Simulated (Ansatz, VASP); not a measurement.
**Y: VASP beside Ansatz**

```
Y
1.0
     3.13558    0.00000    0.00000
     0.00000    3.13558    0.00000
     0.00000    0.00000    3.13558
Y
1
Direct
  0.00000 0.00000 0.00000
```

Alike in both runs: task single point; functional PBE; k mesh 11 × 11 × 11; occupations fermi-dirac, width 0.1 eV; no spin polarisation.

|  | VASP | Ansatz |
| --- | --- | --- |
| version | VASP 6.6.1 | Ansatz 0.2.0 |
| potentials or method | VASP PAW PBE potentials, release 64 (Y_sv), cutoff 520 eV | plane waves (420 eV) with PAW, scalar-relativistic |
| valence electrons in the cell | 11 | 11 |

|  | VASP | Ansatz | Ansatz less VASP |
| --- | --- | --- | --- |
| pressure (GPa) | 4.0 | 4.0 | +0.04 |

The functional is the same, so the differences come from potentials, cutoffs and numerics.
